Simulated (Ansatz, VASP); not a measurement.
**Ta3H in VASP and in Ansatz**

```xyz
4
Lattice="2.8743 0.0000 0.0000 -0.9581 2.7099 0.0000 0.0000 0.0000 21.5267" Properties=species:S:1:pos:R:3 pbc="T T T"
Ta    0.9581    1.3550    4.0000
Ta    0.0000    0.0000    6.2637
Ta    0.9581    1.3550    8.5267
H     1.9162    2.7099    9.5867
```

Alike in both runs: task single point; functional PBE; k mesh 10 × 10 × 1; occupations gaussian, width 0.1 eV; collinear spin.

|  | VASP | Ansatz |
| --- | --- | --- |
| version | VASP 6.6.1 | Ansatz 0.2.0 |
| potentials or method | VASP PAW PBE potentials, release 64 (Ta_pv, H), cutoff 520 eV | scalar-relativistic, plane waves, PAW |
| valence electrons in the cell | 34 | 40 |

|  | VASP | Ansatz | Ansatz less VASP |
| --- | --- | --- | --- |
| gap on the k mesh at the Fermi level (eV) | none | none | - |
| rms of the force components (eV/Å) | 0.219 | 0.219 | +0.0002 |
| net moment per atom (μB) | 0.00 | 0.00 | 0.000 |

Atom by atom the forces differ by 0.002 eV/Å (rms over components). A gap of «none» marks a metal or a gap that the smearing closes. With one functional, cell and mesh, what is left measures potentials, basis and numerics. VASP's potentials hold 34 valence electrons a cell and Ansatz's 40, so a difference there can come from the potentials and not from the codes. Ansatz's warnings: seeded moment not kept.

Spin-orbit coupling is off throughout.
